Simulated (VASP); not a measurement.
CaPb3S4: single point with r2SCAN

Crystal: CaPb3S4.

```
CELL_PARAMETERS angstrom
5.80187 0.00000 0.00000
0.00000 5.80187 0.00000
0.00000 0.00000 5.80187
ATOMIC_POSITIONS crystal
Pb 0.50000 0.00000 0.00000
Pb 0.00000 0.50000 0.00000
Pb 0.00000 0.00000 0.50000
S 0.00000 0.50000 0.50000
S 0.50000 0.00000 0.50000
S 0.50000 0.50000 0.00000
S 0.00000 0.00000 0.00000
Ca 0.50000 0.50000 0.50000
```

| Property | Result |
| --- | --- |
| Program | VASP 6.6.1 |
| Task | single point |
| Functional | r2SCAN |
| Potentials or basis | VASP PAW PBE potentials, release 64 (Pb_d, S, Ca_sv) |
| Cutoff | 520 eV |
| k mesh | 4 × 4 × 4 |
| Occupations | gaussian, width 0.01 eV |
| Spin | no spin polarisation |

| Quantity | Value |
| --- | --- |
| Pressure | 4.1 GPa |
| Band gap on the k mesh | 0.45 eV |

Levels at points of the mesh, in eV from the valence-band top:
```tsv
k point	band 35	band 36	band 37	band 38	band 39	band 40	band 41	band 42
(0.00, 0.00, 0.00)	-3.47	-2.31	-2.31	-2.31	2.42	2.42	2.42	3.89
(0.50, 0.00, 0.00)	-2.63	-1.75	-1.58	-1.21	2.41	2.58	2.64	2.68
(0.50, 0.50, 0.00)	-2.30	-1.03	-0.74	-0.74	1.48	1.63	1.98	1.98
(0.50, 0.50, 0.50)	-2.19	0.00	0.00	0.00	0.45	0.77	0.77	0.77
```

Run time: 4 min on 1 thread of Intel(R) Xeon(R) 6975P-C (Granite Rapids), with other jobs on the host, peak memory 0.4 GiB.

Caveat: the cell stands under pressure; the PAW data sets were made with another functional, which shifts forces and pressure a little; spin-orbit coupling is left out, which moves the levels of the heavy elements. A k mesh can miss the band edges.
